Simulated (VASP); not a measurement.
# GaP (F-43m) in VASP: notebook, part 2 of 2

VASP 6.6.1. The steps go on from the part before.

## Step 3: Relaxation of the atoms, PBE

INCAR reads:

```
PREC = Accurate
ENCUT = 450
EDIFF = 1E-7
ISMEAR = -1
SIGMA = 0.02
LREAL = False
LASPH = True
NELM = 120
ALGO = Normal
ISIF = 2
LWAVE = False
LCHARG = False
GGA = PE
IBRION = 2
NSW = 80
EDIFFG = -0.02
GGA_COMPAT = False
NELMIN = 4
```

KPOINTS reads:

```
regular mesh
0
Gamma
  9 9 9
```

POSCAR reads:

```
GaP
1.0
    0.0000000000      2.7252500000      2.7252500000
    2.7252500000      0.0000000000      2.7252500000
    2.7252500000      2.7252500000      0.0000000000
Ga P
1 1
Direct
    0.0000000000      0.0000000000      0.0000000000
    0.2500000000      0.2500000000      0.2500000000
```

Potentials or basis: VASP PAW PBE potentials, release 64 (Ga_d, P).

Started as:

```sh
> cat potpaw_PBE.64/Ga_d/POTCAR potpaw_PBE.64/P/POTCAR > POTCAR
> mpirun -np 1 vasp_std > vasp.out
```

OUTCAR:

```text
PREC = Accurate
   ENCUT = 450
   EDIFF = 1E-7
   ISMEAR = -1
   LREAL = False
   LASPH = True
   NELM = 120
   ISIF = 2
   GGA = PE
   IBRION = 2
   NSW = 80
   EDIFFG = -0.02
   NELMIN = 4

 ion  position               nearest neighbor table
   1  0.000  0.000  0.000-   2 2.36   2 2.36   2 2.36   2 2.36
   2  0.250  0.250  0.250-   1 2.36   1 2.36   1 2.36   1 2.36

  LATTYP: Found a face centered cubic cell.
 ALAT       =     5.4505000000

  Lattice vectors:

 A1 = (   0.0000000000,   2.7252500000,   2.7252500000)
 A2 = (   2.7252500000,   0.0000000000,   2.7252500000)
 A3 = (   2.7252500000,   2.7252500000,   0.0000000000)

Analysis of symmetry for initial positions (statically):
=====================================================================
 Subroutine PRICEL returns:
 Original cell was already a primitive cell.

 Routine SETGRP: Setting up the symmetry group for a
 face centered cubic supercell.

 Subroutine GETGRP returns: Found 24 space group operations
 (whereof 24 operations were pure point group operations)
 out of a pool of 48 trial point group operations.

The static configuration has the point symmetry T_d .

Analysis of symmetry for dynamics (positions and initial velocities):
=====================================================================
 Subroutine PRICEL returns:
 Original cell was already a primitive cell.

 Routine SETGRP: Setting up the symmetry group for a
 face centered cubic supercell.

 Subroutine GETGRP returns: Found 24 space group operations
 (whereof 24 operations were pure point group operations)
 out of a pool of 48 trial point group operations.

The dynamic configuration has the point symmetry T_d .

 Subroutine INISYM returns: Found 24 space group operations
 (whereof 24 operations are pure point group operations),
 and found     1 'primitive' translations

----------------------------------------------------------------------------------------

                                     Primitive cell

  volume of cell :      40.4808

  direct lattice vectors                    reciprocal lattice vectors
     0.000000000  2.725250000  2.725250000    -0.183469406  0.183469406  0.183469406
     2.725250000  0.000000000  2.725250000     0.183469406 -0.183469406  0.183469406
     2.725250000  2.725250000  0.000000000     0.183469406  0.183469406 -0.183469406

  length of vectors
     3.854085511  3.854085511  3.854085511     0.317778334  0.317778334  0.317778334

  position of ions in fractional coordinates (direct lattice)
     0.000000000  0.000000000  0.000000000
     0.250000000  0.250000000  0.250000000

  ion indices of the primitive-cell ions
   primitive index   ion index
                 1           1
                 2           2

----------------------------------------------------------------------------------------

 KPOINTS: regular mesh

Automatic generation of k-mesh.
 Grid dimensions read from file:
[... 25 lines left out ...]
  0.333333  0.000000  0.000000      8.000000
  0.444444  0.000000  0.000000      8.000000
  0.111111  0.111111  0.000000      6.000000
[... 16 lines left out ...]
 -0.333333  0.333333  0.000000     12.000000
  0.444444  0.444444  0.000000      6.000000
 [... further k-points ...]
   k-points           NKPTS =     35   k-points in BZ     NKDIM =     35   number of bands    NBANDS=     13
   number of dos      NEDOS =    301   number of ions     NIONS =      2
   total plane-waves  NPLWV =  21952
   dimension x,y,z NGX =    28 NGY =   28 NGZ =   28
   dimension x,y,z NGXF=    56 NGYF=   56 NGZF=   56
   ions per type =               1   1
   NGX,Y,Z   is equivalent  to a cutoff of  12.08, 12.08, 12.08 a.u.
   NGXF,Y,Z  is equivalent  to a cutoff of  24.16, 24.16, 24.16 a.u.
 SYSTEM =  unknown system
   PREC   = accura    normal or accurate (medium, high low for compatibility)
   ISTART =      0    job   : 0-new  1-cont  2-samecut
   ICHARG =      2    charge: 1-file 2-atom 10-const
   ISPIN  =      1    spin polarized calculation?
   LNONCOLLINEAR =      F non collinear calculations
   LSORBIT =      F    spin-orbit coupling
   LASPH  =      T    aspherical Exc in radial PAW
   ENCUT  =  450.0 eV  33.07 Ry    5.75 a.u.   6.67  6.67  6.67*2*pi/ulx,y,z
   NELM   =    120;   NELMIN=  4; NELMDL= -5     # of ELM steps
   EDIFF  = 0.1E-06   stopping-criterion for ELM
   LREAL  =      F    real-space projection
   EDIFFG = -.2E-01   stopping-criterion for IOM
   NSW    =     80    number of steps for IOM
   IBRION =      2    ionic relax: 0-MD 1-quasi-New 2-CG
   NFREE  =      1    steps in history (QN), initial steepest desc. (CG)
   ISIF   =      2    stress and relaxation
   ISYM   =      2    0-nonsym 1-usesym 2-fastsym
   POTIM  = 0.5000    time-step for ionic-motion
   TEBEG  =    0.0;   TEEND  =   0.0 temperature during run
   PSTRESS=    0.0 pullay stress
   NELECT =      18.0000    total number of electrons
   NUPDOWN=      -1.0000    fix difference up-down
   EMIN   =  10.00;   EMAX   =-10.00  energy-range for DOS
   EFERMI =   0.00;   METHOD = LEGACY
   ISMEAR =    -1;   SIGMA  =   0.02  broadening in eV -4-tet -1-fermi 0-gaus
   EFERMI_NEDOS =   21; number of points for ismear=-14 and -15
   IALGO  =     38    algorithm
   IMIX   =      4    mixing-type and parameters
     AMIX     =   0.40;   BMIX     =  1.00
     AMIX_MAG =   1.60;   BMIX_MAG =  1.00
  volume/ion in A,a.u.               =      20.24       136.59
  Fermi-wavevector in a.u.,A,eV,Ry     =   1.249538  2.361284 21.243377  1.561344
  Thomas-Fermi vector in A             =   2.383574
   LORBIT       =      0    0 simple, 1 ext, 2 COOP (PROOUT), +10 PAW based schemes
   GGA     = PE    functional components
   LHFCALC =     F    Hartree Fock is set to
   AEXX    =    0.0000 exact exchange contribution
   IVDW    =     0    specifies the selected vdW correction
   LEPSILON=     F    determine dielectric tensor
   LRPA    =     F    only Hartree local field effects (RPA)
 conjugate gradient relaxation of ions
 non-spin polarized calculation
  energy-cutoff  :      450.00
  volume of cell :       40.48
 maximum number of plane-waves:       895
   NGX = 13   NGY = 13   NGZ = 13

 number of electron      18.0000016 magnetization

 Free energy of the ion-electron system (eV)
  ---------------------------------------------------
  ext. energy  EPLUGINS =         0.00000000
  ---------------------------------------------------
  free energy    TOTEN  =        -9.11686910 eV

  energy without entropy =       -9.11686910  energy(sigma->0) =       -9.11686910

 E-fermi :   5.1033     XC(G=0):  -9.8332

 val. band max:        4.6516932730   @ k =   0.0000   0.0000   0.0000
 cond. band min:       6.2500541960   @ k =   0.4444   0.4444   0.0000
 fundamental gap:      1.5983609230
 Fermi energy:         5.1032935130

 k-point     1 :       0.0000    0.0000    0.0000
  band No.  band energies     occupation
      1      -9.8992      2.00000
      2      -9.8992      2.00000
      3      -9.8992      2.00000
      4      -9.7994      2.00000
      5      -9.7994      2.00000
      6      -7.8400      2.00000
      7       4.6517      2.00000
      8       4.6517      2.00000
      9       4.6517      2.00000
     10       6.4781      0.00000
     11       8.5415      0.00000
     12       8.5415      0.00000
     13       8.5415      0.00000
[... 354 lines left out ...]
  band No.  band energies     occupation
      1     -10.0140      2.00000
      2      -9.8359      2.00000
      3      -9.8359      2.00000
      4      -9.8339      2.00000
      5      -9.7783      2.00000
      6      -5.0824      2.00000
      7      -1.8342      2.00000
      8       2.0222      2.00000
      9       2.0222      2.00000
     10       6.2501      0.00000
     11       6.6691      0.00000
     12      14.7678      0.00000
     13      14.7678      0.00000

 [... further k-points ...]

------------------------ aborting loop because EDIFF is reached ----------------------------------------

  FORCE on cell =-STRESS in cart. coord.  units (eV):
  Direction    XX          YY          ZZ          XY          YZ          ZX
  --------------------------------------------------------------------------------------
  -------------------------------------------------------------------------------------
  Total        0.6056723      0.6056723      0.6056723     -0.0000000      0.0000000     -0.0000000
  in kB       23.9717238     23.9717238     23.9717238     -0.0000000      0.0000000     -0.0000000
  external PRESSURE =      23.9717238 kB  Pullay stress =       0.0000000 kB

 VOLUME and BASIS-vectors are now :
 -----------------------------------------------------------------------------
  energy-cutoff  :      450.00
  volume of cell :       40.48
      direct lattice vectors                 reciprocal lattice vectors
     0.000000000  2.725250000  2.725250000    -0.183469406  0.183469406  0.183469406
     2.725250000  0.000000000  2.725250000     0.183469406 -0.183469406  0.183469406
     2.725250000  2.725250000  0.000000000     0.183469406  0.183469406 -0.183469406

 POSITION                                       TOTAL-FORCE (eV/Angst)
 -----------------------------------------------------------------------------------
      0.00000      0.00000      0.00000         0.000000     -0.000000      0.000000
      1.36262      1.36262      1.36262        -0.000000      0.000000     -0.000000
 -----------------------------------------------------------------------------------
    total drift:                                0.000001      0.000001      0.000001

  FREE ENERGIE OF THE ION-ELECTRON SYSTEM (eV)
  ---------------------------------------------------
  free  energy   TOTEN  =        -9.1168690996 eV

  energy  without entropy=       -9.1168690996  energy(sigma->0) =       -9.11686910

 reached required accuracy - stopping structural energy minimisation
```

OSZICAR:

```text
N       E                     dE             d eps       ncg     rms          rms(c)
DAV:   1     0.775074277554E+02    0.77507E+02   -0.87695E+03   926   0.183E+03
DAV:   2    -0.361284005568E+01   -0.81120E+02   -0.78608E+02   980   0.314E+02
DAV:   3    -0.928966511084E+01   -0.56768E+01   -0.56446E+01  1160   0.723E+01
DAV:   4    -0.938361356510E+01   -0.93948E-01   -0.93919E-01  1118   0.101E+01
DAV:   5    -0.938569652194E+01   -0.20830E-02   -0.20828E-02  1156   0.124E+00    0.425E+00
DAV:   6    -0.914279489193E+01    0.24290E+00   -0.46678E-01  1383   0.128E+01    0.280E+00
DAV:   7    -0.911609362862E+01    0.26701E-01   -0.11638E-01  1154   0.251E+00    0.112E+00
DAV:   8    -0.911636471753E+01   -0.27109E-03   -0.14750E-02  1055   0.181E+00    0.175E-01
DAV:   9    -0.911673568858E+01   -0.37097E-03   -0.16005E-03  1173   0.690E-01    0.892E-02
DAV:  10    -0.911679625872E+01   -0.60570E-04   -0.12435E-04  1318   0.124E-01    0.413E-02
DAV:  11    -0.911686933120E+01   -0.73072E-04   -0.10605E-04  1010   0.100E-01    0.663E-03
DAV:  12    -0.911686876337E+01    0.56783E-06   -0.39660E-06  1218   0.314E-02    0.270E-03
DAV:  13    -0.911686916614E+01   -0.40278E-06   -0.12642E-06  1040   0.110E-02    0.167E-03
DAV:  14    -0.911686909957E+01    0.66569E-07   -0.89540E-08   750   0.410E-03
   1 F= -.91168691E+01 E0= -.91168691E+01  d E =-.911687E+01
```

It took 9.3 s on 1 thread of Intel Xeon 6975P-C (Granite Rapids), shared host; peak memory 0.15 GiB.

What came out:

| Property | Result |
| --- | --- |
| Free energy | -9.1169 eV |
| Pressure after relaxing | 2.4 GPa |
| Band gap on the k mesh | 1.60 eV (least direct gap 1.83 eV) |

Final structure:
```
Ga P
1.0
     0.00000    2.72525    2.72525
     2.72525    0.00000    2.72525
     2.72525    2.72525    0.00000
Ga P
1 1
Direct
  0.00000 0.00000 0.00000
  0.25000 0.25000 0.25000
```

Levels at points of the mesh, in eV from the valence-band top:
| k point | band 7 | band 8 | band 9 | band 10 | band 11 | band 12 |
| --- | --- | --- | --- | --- | --- | --- |
| (0.00, 0.00, 0.00) | 0.00 | 0.00 | 0.00 | 1.83 | 3.89 | 3.89 |

Caveat: the relaxation stopped at its first step, so nothing moved; an odd mesh through Γ misses points on the zone boundary, where band edges can lie.

## Step 4: Single point, PBE

INCAR reads:

```
SYSTEM = GaP
PREC = Accurate
ENCUT = 520
EDIFF = 1E-6
ISMEAR = -1
SIGMA = 0.02
LREAL = .FALSE.
LASPH = .TRUE.
NELM = 60
ALGO = Normal
ISIF = 2
LWAVE = .FALSE.
LCHARG = .FALSE.
GGA = PE
NBANDS = 16
```

KPOINTS reads:

```
Automatic mesh
0
G
  9 9 9
  0 0 0
```

POSCAR is that of step 3.

Potentials or basis: VASP PAW PBE potentials, release 64 (Ga_d, P).

Started as:

```sh
> cat potpaw_PBE.64/Ga_d/POTCAR potpaw_PBE.64/P/POTCAR > POTCAR
> mpirun -np 1 vasp_std > vasp.out
```

OUTCAR:

```text
SYSTEM = GaP
   PREC = Accurate
   ENCUT = 520
   EDIFF = 1E-6
   ISMEAR = -1
   LREAL = .FALSE.
   LASPH = .TRUE.
   NELM = 60
   ISIF = 2
   GGA = PE

 ion  position               nearest neighbor table
   1  0.000  0.000  0.000-   2 2.36   2 2.36   2 2.36   2 2.36
   2  0.250  0.250  0.250-   1 2.36   1 2.36   1 2.36   1 2.36

  LATTYP: Found a face centered cubic cell.
 ALAT       =     5.4505000000

  Lattice vectors:

[... 642 lines left out ...]

------------------------ aborting loop because EDIFF is reached ----------------------------------------

  FORCE on cell =-STRESS in cart. coord.  units (eV):
  Direction    XX          YY          ZZ          XY          YZ          ZX
  --------------------------------------------------------------------------------------
  -------------------------------------------------------------------------------------
  Total        0.6121434      0.6121434      0.6121434      0.0000000      0.0000000     -0.0000000
  in kB       24.2278420     24.2278420     24.2278420      0.0000000      0.0000000     -0.0000000
  external PRESSURE =      24.2278420 kB  Pullay stress =       0.0000000 kB

 VOLUME and BASIS-vectors are now :
 -----------------------------------------------------------------------------
  energy-cutoff  :      520.00
  volume of cell :       40.48
      direct lattice vectors                 reciprocal lattice vectors
     0.000000000  2.725250000  2.725250000    -0.183469406  0.183469406  0.183469406
     2.725250000  0.000000000  2.725250000     0.183469406 -0.183469406  0.183469406
     2.725250000  2.725250000  0.000000000     0.183469406  0.183469406 -0.183469406

 POSITION                                       TOTAL-FORCE (eV/Angst)
 -----------------------------------------------------------------------------------
      0.00000      0.00000      0.00000        -0.000000      0.000000     -0.000000
      1.36262      1.36262      1.36262         0.000000     -0.000000      0.000000
 -----------------------------------------------------------------------------------
    total drift:                                0.000002      0.000002      0.000002

  FREE ENERGIE OF THE ION-ELECTRON SYSTEM (eV)
  ---------------------------------------------------
  free  energy   TOTEN  =        -9.1175420823 eV

  energy  without entropy=       -9.1175420823  energy(sigma->0) =       -9.11754208
```

OSZICAR:

```text
N       E                     dE             d eps       ncg     rms          rms(c)
DAV:   1     0.790044680664E+02    0.79004E+02   -0.90758E+03  1136   0.162E+03
DAV:   2    -0.312479152380E+01   -0.82129E+02   -0.78430E+02  1288   0.308E+02
DAV:   3    -0.928825976751E+01   -0.61635E+01   -0.61443E+01  1416   0.656E+01
DAV:   4    -0.938455303396E+01   -0.96293E-01   -0.96280E-01  1360   0.882E+00
DAV:   5    -0.938643646086E+01   -0.18834E-02   -0.18834E-02  1504   0.107E+00    0.425E+00
DAV:   6    -0.914384061630E+01    0.24260E+00   -0.37619E-01  1736   0.105E+01    0.281E+00
DAV:   7    -0.911670664217E+01    0.27134E-01   -0.94767E-02  1464   0.207E+00    0.112E+00
DAV:   8    -0.911700206638E+01   -0.29542E-03   -0.13312E-02  1312   0.139E+00    0.198E-01
DAV:   9    -0.911740123760E+01   -0.39917E-03   -0.13130E-03  1392   0.496E-01    0.793E-02
DAV:  10    -0.911747210071E+01   -0.70863E-04   -0.11135E-04  1744   0.117E-01    0.385E-02
DAV:  11    -0.911754239821E+01   -0.70298E-04   -0.95121E-05  1264   0.796E-02    0.496E-03
DAV:  12    -0.911754208235E+01    0.31587E-06   -0.25704E-06  1336   0.206E-02
   1 F= -.91175421E+01 E0= -.91175421E+01  d E =-.335472E-11
```

Wall time 22 s (1 thread of Intel Xeon Platinum 8259CL at 2.50GHz (Skylake/Cascade Lake), shared host); peak memory 0.17 GiB.

What came out:

```
Free energy            : -9.1175 eV
Pressure               : 2.4 GPa
Band gap on the k mesh : 1.60 eV (least direct gap 1.83 eV)
```

Levels at points of the mesh, in eV from the valence-band top:
```csv
k point,band 6,band 7,band 8,band 9,band 10,band 11,band 12,band 13
"(0.00, 0.00, 0.00)",-12.49,0.00,0.00,0.00,1.83,3.89,3.89,3.89
```

Caveat: an odd mesh through Γ misses points on the zone boundary, where band edges can lie.

## Step 5: Summary

| task | cell | cutoff (eV) | gap on the mesh (eV) | pressure (GPa) |
| --- | --- | --- | --- | --- |
| single point | as given | 500 | 1.60 | 2.4 |
| relaxation of the atoms | atoms relaxed | 450 | 1.60 | 2.4 |
| single point | as given | 520 | 1.60 | 2.4 |

Alike in all rows: level PBE; potentials or basis VASP PAW PBE potentials, release 64 (Ga_d, P); no spin polarisation; k mesh 9 × 9 × 9; smearing fermi-dirac 0.02 eV.

Caveats: an odd mesh through Γ misses points on the zone boundary, where band edges can lie; the relaxation stopped at its first step, so nothing moved (at least some runs).

Total energies depend on the potentials used, so only differences within one code and one set of settings carry meaning.
